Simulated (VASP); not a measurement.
# BN (F-43m) in VASP: a series of runs

BN is run at these levels: PBE; tasks: G0W0 quasiparticle levels.

Everything below comes from runs of VASP 6.6.1. Logs are shortened: lines on timing, memory, paths and dates and some standing lists are left out, and cuts for length are marked.

## Step 1: The cell of the first run

It takes space group F-43m (No. 216, cubic). The conventional cell has a = 3.616 Å, b = 3.616 Å, c = 3.616 Å, α = 90.00°, β = 90.00°, γ = 90.00°. Within 2.1 Å of B (site symmetry -43m) lie 4 N at 1.57 Å. N (site symmetry -43m) has 4 B at 1.57 Å within 2.1 Å.

## Step 2: G0W0 quasiparticle levels, PBE

Contents of POSCAR:

```
BN
1.0
    0.0000000000      1.8080000000      1.8080000000
    1.8080000000      0.0000000000      1.8080000000
    1.8080000000      1.8080000000      0.0000000000
B N
1 1
Direct
    0.0000000000      0.0000000000      0.0000000000
    0.2500000000      0.2500000000      0.2500000000
```

Contents of INCAR.step1:

```
SYSTEM = BN
PREC = Accurate ; ENCUT = 500
EDIFF = 1E-8 ; ISMEAR = 0
SIGMA = 0.01 ; LREAL = .False.
LASPH = .True. ; NELM = 60
ALGO = Normal ; LWAVE = .True.
LCHARG = .False. ; GGA = PE
```

Contents of INCAR.step2:

```
SYSTEM = BN
PREC = Accurate ; ENCUT = 500
EDIFF = 1E-8 ; ISMEAR = 0
SIGMA = 0.01 ; LREAL = .False.
LASPH = .True. ; NELM = 1
ALGO = Exact ; LWAVE = .True.
LCHARG = .False. ; GGA = PE
NBANDS = 462 ; LOPTICS = .True.
ISTART = 1
```

Contents of INCAR.step3:

```
SYSTEM = BN
PREC = Accurate ; ENCUT = 500
EDIFF = 1E-8 ; ISMEAR = 0
SIGMA = 0.01 ; LREAL = .False.
LASPH = .True. ; ALGO = EVGW0
LWAVE = .False. ; LCHARG = .False.
GGA = PE ; NELMGW = 1
NBANDS = 462 ; ENCUTGW = 200
NOMEGA = 48 ; PRECFOCK = Fast
ISTART = 1 ; NBANDSGW = 12
```

Contents of KPOINTS:

```
regular mesh
0
Gamma
  2 2 2
  0 0 0
```

Potentials or basis: VASP PAW PBE potentials, release 64 (B_GW, N_GW).

Run with:

```console
$ cat potpaw_PBE.64/B_GW/POTCAR potpaw_PBE.64/N_GW/POTCAR > POTCAR
$ cp INCAR.step1 INCAR
$ mpirun -np 1 vasp_std > vasp.out
$ cp INCAR.step2 INCAR
$ mpirun -np 1 vasp_std > vasp.out
$ cp INCAR.step3 INCAR
$ mpirun -np 1 vasp_std > vasp.out
```

OUTCAR:

```text
SYSTEM = BN
   PREC = Accurate
   ENCUT = 500
   EDIFF = 1E-8
   ISMEAR = 0
   LREAL = .False.
   LASPH = .True.
   GGA = PE
   NELMGW = 1
   ENCUTGW = 200
   PRECFOCK = Fast
   ISTART = 1

 ion  position               nearest neighbor table
   1  0.000  0.000  0.000-   2 1.57   2 1.57   2 1.57   2 1.57
   2  0.250  0.250  0.250-   1 1.57   1 1.57   1 1.57   1 1.57

  LATTYP: Found a face centered cubic cell.
 ALAT       =     3.6160000000

  Lattice vectors:

 A1 = (   0.0000000000,   1.8080000000,   1.8080000000)
 A2 = (   1.8080000000,   0.0000000000,   1.8080000000)
 A3 = (   1.8080000000,   1.8080000000,   0.0000000000)

Analysis of symmetry for initial positions (statically):
=====================================================================
 Subroutine PRICEL returns:
 Original cell was already a primitive cell.

 Routine SETGRP: Setting up the symmetry group for a
 face centered cubic supercell.

 Subroutine GETGRP returns: Found 24 space group operations
 (whereof 24 operations were pure point group operations)
 out of a pool of 48 trial point group operations.

The static configuration has the point symmetry T_d .

Analysis of symmetry for dynamics (positions and initial velocities):
=====================================================================
 Subroutine PRICEL returns:
 Original cell was already a primitive cell.

 Routine SETGRP: Setting up the symmetry group for a
 face centered cubic supercell.

 Subroutine GETGRP returns: Found 24 space group operations
 (whereof 24 operations were pure point group operations)
 out of a pool of 48 trial point group operations.

The dynamic configuration has the point symmetry T_d .

 Subroutine INISYM returns: Found 24 space group operations
 (whereof 24 operations are pure point group operations),
 and found     1 'primitive' translations

----------------------------------------------------------------------------------------

                                     Primitive cell

[... 66 lines left out ...]
   ENCUT  =  500.0 eV  36.75 Ry    6.06 a.u.   4.66  4.66  4.66*2*pi/ulx,y,z
   NELM   =     60;   NELMIN=  2; NELMDL=  0     # of ELM steps
   EDIFF  = 0.1E-07   stopping-criterion for ELM
   LREAL  =      F    real-space projection
   EDIFFG = 0.1E-06   stopping-criterion for IOM
   NSW    =      0    number of steps for IOM
   IBRION =     -1    ionic relax: 0-MD 1-quasi-New 2-CG
   NFREE  =      0    steps in history (QN), initial steepest desc. (CG)
   ISIF   =      0    stress and relaxation
   ISYM   =      3    0-nonsym 1-usesym 2-fastsym
   POTIM  = 0.5000    time-step for ionic-motion
   TEBEG  =    0.0;   TEEND  =   0.0 temperature during run
   PSTRESS=    0.0 pullay stress
   NELECT =       8.0000    total number of electrons
   NUPDOWN=      -1.0000    fix difference up-down
   EMIN   =  10.00;   EMAX   =-10.00  energy-range for DOS
   EFERMI =   0.00;   METHOD = LEGACY
   ISMEAR =     0;   SIGMA  =   0.01  broadening in eV -4-tet -1-fermi 0-gaus
   EFERMI_NEDOS =   21; number of points for ismear=-14 and -15
   IALGO  =     38    algorithm
   IMIX   =      4    mixing-type and parameters
     AMIX     =   0.40;   BMIX     =  1.00
     AMIX_MAG =   1.60;   BMIX_MAG =  1.00
  volume/ion in A,a.u.               =       5.91        39.88
  Fermi-wavevector in a.u.,A,eV,Ry     =   1.437352  2.716201 28.109366  2.065980
  Thomas-Fermi vector in A             =   2.556439
   LORBIT       =      0    0 simple, 1 ext, 2 COOP (PROOUT), +10 PAW based schemes
   GGA     = PE    functional components
   LHFCALC =     T    Hartree Fock is set to
   PRECFOCK=fast      Normal, Fast or Accurate (Low or Medium for compatibility)
   ENCUT4O =  -1.0   cutoff for four orbital integrals eV
   NKREDX  =     1    reduce k-point grid by
   NKREDY  =     1    reduce k-point grid by
   NKREDZ  =     1    reduce k-point grid by
   AEXX    =    1.0000 exact exchange contribution
   HFSCREEN=    0.0000 screening length (either q_TF or 0.3 A-1)
   HFSCREENC=   0.0000 screening length for correlation (either q_TF or 0.3 A-1)
   ENCUTFOCK=  -1.0 apply spherical cutoff to Coloumb kernel
   IVDW    =     0    specifies the selected vdW correction
   LEPSILON=     F    determine dielectric tensor
   LRPA    =     F    only Hartree local field effects (RPA)
   LRPAFORCE           =     F    calculate RPA forces
   ENCUTGW             = 200.0    cutoff for response function in eV
   ENCUTGWSOFT         = 160.0    soft cutoff for Coulomb kernel in GW response function in eV
   ENCUTLF             =  -1.0    cutoff for local field effects
   NELMGW              =     1    number of iterations in solving QP/BSE equation
   NELMHF              =     1    number of iterations in the inner HF iteration
   NKREDLFX            =     1    NKREDLFY  =   1   NKREDLFZ  =   1
 non-spin polarized calculation
 Gauss-broadening in eV      SIGMA  =   0.01
  energy-cutoff  :      500.00
  volume of cell :       11.82
 maximum number of plane-waves:       307
 NGX is ok and might be reduce to    20
  NGX = 12; NGY = 12; NGZ = 12
   NGX =  9   NGY =  9   NGZ =  9
 maximum number of plane-waves:        80

 QP shifts <psi_nk| G(iteration)W_0 |psi_nk>: iteration 1
 for sc-GW calculations column KS-energies equals QP-energies in previous step
 and V_xc(KS)=  KS-energies - (<T + V_ion + V_H > + <T+V_H+V_ion>^1  + <V_x>^1)

 k-point   1 :       0.0000    0.0000    0.0000
  band No.  KS-energies  QP-energies   sigma(KS)   V_xc(KS)     V^pw_x(r,r')   Z            occupation Imag(sigma)

      1     -12.4530     -14.7534     -18.3696     -15.3751     -26.1937       0.7682       2.0000       1.4915
      2       7.9939       6.9982     -19.5223     -18.2901     -23.3960       0.8080       2.0000       0.1259
      3       7.9939       6.9982     -19.5223     -18.2901     -23.3960       0.8080       2.0000       0.1259
      4       7.9939       6.9982     -19.5223     -18.2901     -23.3960       0.8080       2.0000       0.1259
      5      16.3872      17.2154     -12.7212     -13.7326      -6.1942       0.8188       0.0000      -0.1328
      6      16.3872      17.2154     -12.7212     -13.7326      -6.1942       0.8188       0.0000      -0.1328
      7      16.3872      17.2154     -12.7212     -13.7326      -6.1942       0.8188       0.0000      -0.1328
      8      18.2171      18.7852     -14.6342     -15.3279      -7.5638       0.8189       0.0000      -0.1848
      9      32.2760      32.2438     -11.2685     -11.2279      -3.0715       0.7937       0.0000      -0.7499
     10      35.3228      35.9480     -12.4684     -13.2367      -5.2186       0.8136       0.0000      -0.3484
     11      35.3228      35.9480     -12.4684     -13.2367      -5.2186       0.8136       0.0000      -0.3484
     12      35.9073      36.1780     -10.5055     -10.8174      -2.8153       0.8678       0.0000      -0.9566
[... 20 lines left out ...]
      1      -6.7450      -8.6567     -19.5968     -17.2198     -26.5226       0.8043       2.0000       1.0954
      2      -1.1738      -2.8109     -17.2365     -15.1696     -22.1199       0.7920       2.0000       0.2213
      3       2.9158       1.6182     -17.8511     -16.2416     -22.1241       0.8063       2.0000       0.1418
      4       2.9158       1.6182     -17.8511     -16.2416     -22.1241       0.8063       2.0000       0.1418
      5      12.0869      12.2465     -12.1417     -12.3340      -6.1533       0.8296       0.0000      -0.1151
      6      16.7970      17.0734     -12.2011     -12.5332      -5.8846       0.8325       0.0000      -0.1147
      7      25.7554      27.0846     -14.7988     -16.4340      -6.6658       0.8129       0.0000      -0.4984
      8      25.7554      27.0846     -14.7988     -16.4340      -6.6658       0.8129       0.0000      -0.4984
      9      28.7756      29.8284     -15.1041     -16.4102      -7.0269       0.8061       0.0000      -0.4915
     10      34.8413      35.7556     -12.2864     -13.4560      -3.6553       0.7817       0.0000      -0.8102
     11      41.2329      41.9186     -11.8151     -12.6639      -4.1541       0.8079       0.0000      -0.6059
     12      41.2329      41.9186     -11.8151     -12.6639      -4.1541       0.8079       0.0000      -0.6059
```

OUTCAR.step1:

```text
SYSTEM = BN
   PREC = Accurate
   ENCUT = 500
   EDIFF = 1E-8
   ISMEAR = 0
   LREAL = .False.
   LASPH = .True.
[... 230 lines left out ...]
      0.00000      0.00000      0.00000        -0.000000     -0.000000     -0.000000
      0.90400      0.90400      0.90400         0.000000      0.000000      0.000000
 -----------------------------------------------------------------------------------
    total drift:                                0.000001      0.000001      0.000001

  FREE ENERGIE OF THE ION-ELECTRON SYSTEM (eV)
  ---------------------------------------------------
  free  energy   TOTEN  =       -15.0648698503 eV

  energy  without entropy=      -15.0648698503  energy(sigma->0) =      -15.06486985
```

Run time: 4.7 s. Hardware: 1 thread of AMD EPYC 9R45 (Zen 5), shared host; peak memory 0.11 GiB.

What came out:

```yaml
Quasiparticle_gap: 5.25 eV
Least_direct_quasiparticle_gap: 10.22 eV
Band_gap_of_the_starting_levels_on_the_mesh: 4.09 eV
Least_direct_gap_of_the_starting_levels_on_the_mesh: 8.39 eV
```

Caveat: the k points lie up to 1.50 Å⁻¹ apart, too coarse for converged energies, forces and pressures; bands, screening cutoff and mesh are small and nothing is extrapolated, so the quasiparticle values aren't converged.

## Step 3: G0W0 quasiparticle levels, PBE

POSCAR is that of step 2.

Contents of INCAR.step1:

```
SYSTEM = BN
PREC     = Accurate       ! precision mode
ENCUT    = 500            ! plane-wave cutoff, eV
EDIFF    = 1E-8           ! SCF threshold, eV
ISMEAR   = 0              ! smearing method
SIGMA    = 0.01           ! smearing width, eV
LREAL    = .FALSE.        ! projectors in reciprocal space
LASPH    = .TRUE.         ! aspherical terms in the spheres
NELM     = 80             ! most SCF steps
ALGO     = Normal         ! electronic algorithm
LWAVE    = .TRUE.         ! write WAVECAR
LCHARG   = .FALSE.        ! write CHGCAR
GGA      = PE             ! functional
```

Contents of INCAR.step2:

```
SYSTEM = BN
PREC     = Accurate       ! precision mode
ENCUT    = 500            ! plane-wave cutoff, eV
EDIFF    = 1E-8           ! SCF threshold, eV
ISMEAR   = 0              ! smearing method
SIGMA    = 0.01           ! smearing width, eV
LREAL    = .FALSE.        ! projectors in reciprocal space
LASPH    = .TRUE.         ! aspherical terms in the spheres
NELM     = 1              ! most SCF steps
ALGO     = Exact          ! electronic algorithm
LWAVE    = .TRUE.         ! write WAVECAR
LCHARG   = .FALSE.        ! write CHGCAR
GGA      = PE             ! functional
NBANDS   = 119            ! bands
LOPTICS  = .TRUE.         ! frequency-dependent dielectric function
ISTART   = 1
```

Contents of INCAR.step3:

```
SYSTEM = BN
PREC     = Accurate       ! precision mode
ENCUT    = 500            ! plane-wave cutoff, eV
EDIFF    = 1E-8           ! SCF threshold, eV
ISMEAR   = 0              ! smearing method
SIGMA    = 0.01           ! smearing width, eV
LREAL    = .FALSE.        ! projectors in reciprocal space
LASPH    = .TRUE.         ! aspherical terms in the spheres
ALGO     = EVGW0          ! electronic algorithm
LWAVE    = .FALSE.        ! write WAVECAR
LCHARG   = .FALSE.        ! write CHGCAR
GGA      = PE             ! functional
NELMGW   = 1            
NBANDS   = 119            ! bands
ENCUTGW  = 180.0          ! cutoff of the response function
NOMEGA   = 96             ! frequency points
PRECFOCK = Fast         
ISTART   = 1            
NBANDSGW = 12           
OMEGAMAX = 20
```

Contents of KPOINTS:

```
regular mesh
0
G
  6 6 6
  0 0 0
```

Potentials or basis: VASP PAW PBE potentials, release 64 (B_GW, N_GW).

Run with:

```console
$ cat potpaw_PBE.64/B_GW/POTCAR potpaw_PBE.64/N_GW/POTCAR > POTCAR
$ cp INCAR.step1 INCAR
$ mpirun -np 1 vasp_std > vasp.out
$ cp INCAR.step2 INCAR
$ mpirun -np 1 vasp_std > vasp.out
$ cp INCAR.step3 INCAR
$ mpirun -np 1 vasp_std > vasp.out
```

OUTCAR:

```text
SYSTEM = BN
   PREC = Accurate
   ENCUT = 500
   EDIFF = 1E-8
   ISMEAR = 0
   LREAL = .FALSE.
   LASPH = .TRUE.
   GGA = PE
   NELMGW = 1
   ENCUTGW = 180.0
   PRECFOCK = Fast
   ISTART = 1

 ion  position               nearest neighbor table
   1  0.000  0.000  0.000-   2 1.57   2 1.57   2 1.57   2 1.57
   2  0.250  0.250  0.250-   1 1.57   1 1.57   1 1.57   1 1.57

  LATTYP: Found a face centered cubic cell.
 ALAT       =     3.6160000000

  Lattice vectors:

 A1 = (   0.0000000000,   1.8080000000,   1.8080000000)
 A2 = (   1.8080000000,   0.0000000000,   1.8080000000)
 A3 = (   1.8080000000,   1.8080000000,   0.0000000000)

Analysis of symmetry for initial positions (statically):
=====================================================================
[... 157 lines left out ...]
   ENCUTLF             =  -1.0    cutoff for local field effects
   NELMGW              =     1    number of iterations in solving QP/BSE equation
   NELMHF              =     1    number of iterations in the inner HF iteration
   NKREDLFX            =     1    NKREDLFY  =   1   NKREDLFZ  =   1
 non-spin polarized calculation
 Gauss-broadening in eV      SIGMA  =   0.01
  energy-cutoff  :      500.00
  volume of cell :       11.82
 maximum number of plane-waves:       310
 NGX is ok and might be reduce to    20
  NGX = 12; NGY = 12; NGZ = 12
   NGX =  9   NGY =  9   NGZ =  9
 maximum number of plane-waves:        72

 QP shifts <psi_nk| G(iteration)W_0 |psi_nk>: iteration 1
 for sc-GW calculations column KS-energies equals QP-energies in previous step
 and V_xc(KS)=  KS-energies - (<T + V_ion + V_H > + <T+V_H+V_ion>^1  + <V_x>^1)

 k-point   1 :       0.0000    0.0000    0.0000
  band No.  KS-energies  QP-energies   sigma(KS)   V_xc(KS)     V^pw_x(r,r')   Z            occupation Imag(sigma)

      1     -12.7716     -14.8193     -18.0826     -15.4849     -26.4910       0.7883       2.0000       1.3334
      2       7.4519       6.4841     -19.4520     -18.2821     -21.8860       0.8272       2.0000       0.0348
      3       7.4519       6.4841     -19.4520     -18.2821     -21.8860       0.8272       2.0000       0.0348
      4       7.4519       6.4841     -19.4520     -18.2821     -21.8860       0.8272       2.0000       0.0348
      5      16.2681      17.4825     -12.3283     -13.7816      -7.0028       0.8356       0.0000      -0.0385
      6      16.2681      17.4825     -12.3283     -13.7816      -7.0028       0.8356       0.0000      -0.0385
      7      16.2681      17.4825     -12.3283     -13.7816      -7.0028       0.8356       0.0000      -0.0385
      8      17.7853      18.7929     -14.1977     -15.4312      -8.3869       0.8169       0.0000      -0.0474
      9      32.1814      32.4867     -11.0489     -11.4360      -3.3069       0.7886       0.0000      -0.4439
     10      35.2197      36.2169     -12.1253     -13.3153      -5.4488       0.8380       0.0000      -0.4785
     11      35.2197      36.2169     -12.1253     -13.3153      -5.4488       0.8380       0.0000      -0.4785
     12      35.8221      36.2825     -10.5211     -11.0823      -3.0442       0.8203       0.0000      -0.8757
[... 228 lines left out ...]
      1      -6.9655      -8.5600     -19.6137     -17.4692     -26.8878       0.7435       2.0000       0.5023
      2      -0.7382      -2.4650     -17.6540     -15.4466     -22.0818       0.7823       2.0000       0.0712
      3       1.2602      -0.2578     -17.6927     -15.7931     -21.4284       0.7991       2.0000       0.0499
      4       1.3037      -0.1509     -17.1296     -15.3195     -20.6256       0.8036       2.0000       0.0464
      5      15.2238      16.1014     -12.8336     -13.8826      -7.8345       0.8367       0.0000      -0.0372
      6      19.4625      20.4567     -12.3649     -13.5628      -6.6729       0.8299       0.0000      -0.0455
      7      22.5299      23.9421     -13.4098     -15.1998      -6.4415       0.7889       0.0000      -0.0832
      8      24.2358      25.7286     -13.6835     -15.5930      -6.4854       0.7818       0.0000      -0.1020
      9      27.0286      28.4213     -14.4078     -16.2103      -6.8207       0.7727       0.0000      -0.1760
     10      33.3276      34.5792     -12.3101     -13.8879      -4.2146       0.7932       0.0000      -0.6137
     11      37.6437      38.4453     -11.8757     -12.8510      -4.1877       0.8219       0.0000      -0.8608
     12      40.7759      41.8096     -11.6643     -12.9273      -3.8480       0.8185       0.0000      -0.9564
```

OUTCAR.step1:

```text
SYSTEM = BN
   PREC = Accurate
   ENCUT = 500
   EDIFF = 1E-8
   ISMEAR = 0
   LREAL = .FALSE.
   LASPH = .TRUE.
[... 386 lines left out ...]
      0.00000      0.00000      0.00000         0.000000      0.000000      0.000000
      0.90400      0.90400      0.90400        -0.000000     -0.000000     -0.000000
 -----------------------------------------------------------------------------------
    total drift:                                0.000001      0.000001      0.000001

  FREE ENERGIE OF THE ION-ELECTRON SYSTEM (eV)
  ---------------------------------------------------
  free  energy   TOTEN  =       -17.4574733861 eV

  energy  without entropy=      -17.4574733861  energy(sigma->0) =      -17.45747339
```

OUTCAR.step2:

```text
SYSTEM = BN
   PREC = Accurate
   ENCUT = 500
   EDIFF = 1E-8
[... 850 lines left out ...]
  --------------------------------------------------------------------------------------------------------------
     0.00000     4.81019     4.81019     4.81019     0.00000    -0.00000     0.00000
     3.30417     5.11183     5.11183     5.11183     0.00000    -0.00000     0.00000
     6.60833     6.54408     6.54408     6.54408     0.00000    -0.00000     0.00000
     9.91250    10.02772    10.02772    10.02772    -0.00000    -0.00000     0.00000
    13.21667    -0.24331    -0.24331    -0.24331    -0.00000    -0.00000    -0.00000
    16.52084    -6.22287    -6.22287    -6.22287     0.00000    -0.00000    -0.00000
[... 92 lines left out ...]
   323.80841     0.99084     0.99084     0.99084    -0.00000     0.00000    -0.00000
   327.11258     0.99103     0.99103     0.99103    -0.00000     0.00000    -0.00000
```

It took 1.9 min on 1 thread of AMD EPYC 9R45 (Zen 5), shared host; peak memory 0.3 GiB.

What came out:

| Quantity | Value |
| --- | --- |
| Quasiparticle gap | 6.03 eV |
| Least direct quasiparticle gap | 11.00 eV |
| Band gap of the starting levels on the mesh | 4.46 eV |
| Least direct gap of the starting levels on the mesh | 8.82 eV |

Caveat: the k points lie up to 0.50 Å⁻¹ apart; bands, screening cutoff and mesh are small and nothing is extrapolated, so the quasiparticle values aren't converged.
